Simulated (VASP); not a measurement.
A run of VASP 6.6.1:

INCAR

```
PREC = Accurate
ENCUT = 520
EDIFF = 1E-7
ISMEAR = -1
SIGMA = 0.05
LREAL = False
LASPH = True
NELM = 150
ALGO = Normal
ISIF = 2
LWAVE = False
LCHARG = False
ISPIN = 2
MAGMOM = 2 -2
LORBIT = 11
LMAXMIX = 4
GGA = PE
NBANDS = 20
```

Contents of KPOINTS:

```
regular mesh
0
Gamma
  15 15 9
```

The input POSCAR:

```
Co
1.0
   -1.4023200000      1.4023200000      1.4023200000
    1.4023200000     -1.4023200000      1.4023200000
    2.8046400000      2.8046400000      0.0000000000
Co
2
Direct
    0.0000000000      0.0000000000      0.0000000000
    0.5000000000      0.5000000000      0.5000000000
```

Potentials or basis: VASP PAW PBE potentials, release 64 (Co).

Command:

```console
$ cat potpaw_PBE.64/Co/POTCAR > POTCAR
$ mpirun -np 1 vasp_std > vasp.out
```

Hardware: 1 thread of Intel(R) Xeon(R) 6975P-C (Granite Rapids), on a shared host.

**Question.** How long does it take, and how much memory?

**Answer.** Wall time 99 s on 1 thread of Intel(R) Xeon(R) 6975P-C (Granite Rapids) (shared host), peak memory 0.29 GiB. Counts: scf iterations 14, k points 320.
